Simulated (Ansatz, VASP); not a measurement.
## HfB in VASP and in Ansatz

```
CELL_PARAMETERS angstrom
0.00000 2.31000 2.31000
2.31000 0.00000 2.31000
2.31000 2.31000 0.00000
ATOMIC_POSITIONS crystal
Hf 0.52500 0.52500 0.47500
B 0.97500 0.97500 0.02500
```

Change from the starting cell: shortest bond scaled by 1.1, LAPW.

Alike in both runs: task single point; functional PBE; k mesh 11 × 11 × 11; occupations fermi-dirac, width 0.05 eV; no spin polarisation.

```csv
,VASP,Ansatz
version,VASP 6.6.1,Ansatz 0.2.0
potentials or method,"VASP PAW PBE potentials, release 64 (Hf_pv, B), cutoff 500 eV","all-electron LAPW, scalar-relativistic"
```

```csv
,VASP,Ansatz,Ansatz less VASP
pressure (GPa),34.6,33.7,-0.91
"traceless stress, the component that is largest in VASP (GPa)",12.31,12.01,-0.301
rms of the force components (eV/Å),1.846,1.831,-0.0151
```

Atom by atom the forces differ by 0.015 eV/Å (rms over components). Both programs put the cell under a high pressure, so it lies far from rest at this level. Ansatz ran all-electron here, and VASP with PAW potentials.

Spin-orbit coupling is off throughout.
